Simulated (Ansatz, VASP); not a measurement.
This is a calculation of MnPt2 for Ansatz 0.2.0.

input.yaml

```yaml
crystal:
  lattice:
    - [2.8584044518, 0.0, 0.0]
    - [-1.4292022259, 2.4754508696, 0.0]
    - [0.0, 0.0, 6.532504]
  atoms:
    - { symbol: Pt, position: [0.6666666667, 0.3333333333, 0.316206] }
    - { symbol: Pt, position: [0.3333333333, 0.6666666667, 0.683794] }
    - { symbol: Mn, position: [0.0, 0.0, 0.0], spin: 6.0 }
hamiltonian:
  xc: pbesol
  pseudopotentials: { kind: paw }
magnetization:
  spin_polarized: true
  initial_magnetization: 6.0
  spin_locking: { lock_magnetization: hard }
kpoints:
  mp_grid: { grid: [9, 9, 4] }
scf:
  occupations: { method: fermi_dirac, width: 0.05 }
  lower_state_search: "off"
output:
  forces: true
  stress: true
  eigenvalues: true
```

Potentials or basis: Ansatz PAW.

Launch:

```bash
$ ansatz run input.yaml --threads 2 --pin off --max-ram 5632MiB --backend cpu --events-out ev --progress --plain --runs-dir out
```

**Question.** Translate it to VASP 6.6.1. Potentials there: VASP PAW PBE potentials, release 64 (Pt, Mn_pv).

**Answer.** As run (the cutoff follows the program's own potentials):

File INCAR:

```
SYSTEM = MnPt2
PREC = Accurate
ENCUT = 520
EDIFF = 1E-6
ISMEAR = -1
SIGMA = 0.05
LREAL = .False.
LASPH = .True.
NELM = 150
ALGO = Normal
ISIF = 2
LWAVE = .False.
LCHARG = .False.
ISPIN = 2
MAGMOM = 0 0 6
LORBIT = 11
NUPDOWN = 6.0
LMAXMIX = 4
GGA = PS
NBANDS = 28
```

The input KPOINTS:

```
regular mesh
0
Gamma
  9 9 4
  0 0 0
```

File POSCAR:

```
MnPt2
1.0
    2.8584044518      0.0000000000      0.0000000000
   -1.4292022259      2.4754508696      0.0000000000
    0.0000000000      0.0000000000      6.5325040000
Pt Mn
2 1
Direct
    0.6666666667      0.3333333333      0.3162060000
    0.3333333333      0.6666666667      0.6837940000
    0.0000000000      0.0000000000      0.0000000000
```

Potentials or basis: VASP PAW PBE potentials, release 64 (Pt, Mn_pv).

Run with:

```bash
$ cat potpaw_PBE.64/Pt/POTCAR potpaw_PBE.64/Mn_pv/POTCAR > POTCAR
$ mpirun -np 1 vasp_std > vasp.out
```

Both were run:

|  | VASP | Ansatz | Ansatz less VASP |
| --- | --- | --- | --- |
| pressure (GPa) | -2.7 | -2.5 | +0.18 |
| traceless stress, the component that is largest in VASP (GPa) | 3.88 | 3.82 | -0.058 |
| rms of the force components (eV/Å) | 0.146 | 0.143 | -0.0035 |
| net moment per atom (μB) | 2.00 | 2.00 | 0.000 |
| size of the moment on the site where the two differ most (μB) | 0.83 | 0.79 | -0.042 |

VASP's potentials were made for PBE, not for PBEsol. Site moments also hang on the region over which each program counts them. Atom by atom the forces differ by 0.004 eV/Å (rms over components). VASP's potentials hold 33 valence electrons a cell and Ansatz's 51, so a difference there can come from the potentials and not from the codes.

Neither program's run includes spin-orbit coupling.
